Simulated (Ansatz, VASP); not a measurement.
**Na in VASP and in Ansatz**

File INCAR:

```
ALGO     = Normal         # electronic algorithm
EDIFF    = 1E-8           # SCF threshold, eV
ENCUT    = 400            # plane-wave cutoff, eV
GGA      = PE             # functional
GGA_COMPAT= F            
ISIF     = 2              # what is computed and relaxed
ISMEAR   = -1             # smearing method
LASPH    = T              # aspherical terms in the spheres
LCHARG   = F              # write CHGCAR
LEFG     = T            
LREAL    = F              # projectors in reciprocal space
LWAVE    = F              # write WAVECAR
NBANDS   = 10             # bands
NELM     = 120            # most SCF steps
PREC     = Accurate       # precision mode
SIGMA    = 0.05           # smearing width, eV
```

Contents of KPOINTS:

```
k-points
0
Gamma
  12 12 12
```

File POSCAR:

```
Na
1.0
   -2.0746412990      2.0746412990      2.0746412990
    2.0746412990     -2.0746412990      2.0746412990
    2.0746412990      2.0746412990     -2.0746412990
Na
1
Direct
    0.0000000000      0.0000000000      0.0000000000
```

Input for Ansatz:

```yaml
crystal:
  lattice:
    - [-2.074641299, 2.074641299, 2.074641299]
    - [2.074641299, -2.074641299, 2.074641299]
    - [2.074641299, 2.074641299, -2.074641299]
  atoms:
    - { symbol: Na, position: [0.0, 0.0, 0.0] }
kpoints:
  mp_grid: { grid: [12, 12, 12] }
scf:
  occupations: { method: fermi_dirac, width: 0.05 }
hamiltonian:
  xc: pbe
  pseudopotentials: { kind: paw }
output:
  forces: true
  stress: true
  eigenvalues: true
  efg: { contact_densities: true }
```

Change from the starting cell: volume scaled by 0.9405, PAW files.

Alike in both runs: task electric field gradients; functional PBE; k mesh 12 × 12 × 12; occupations fermi-dirac, width 0.05 eV; no spin polarisation.

|  | VASP | Ansatz |
| --- | --- | --- |
| version | VASP 6.6.1 | Ansatz 0.2.0 |
| potentials or method | VASP PAW PBE potentials, release 64 (Na_pv) | PAW with Ansatz's default frozen-core files, scalar-relativistic |
| plane-wave cutoff (eV) | 400 | 420 |
| valence electrons in the cell | 7 | 9 |

|  | VASP | Ansatz | Ansatz less VASP |
| --- | --- | --- | --- |
| pressure (GPa) | 0.1 | 0.3 | +0.18 |

VASP's potentials hold 7 valence electrons a cell and Ansatz's 9, so a difference there can come from the potentials and not from the codes.
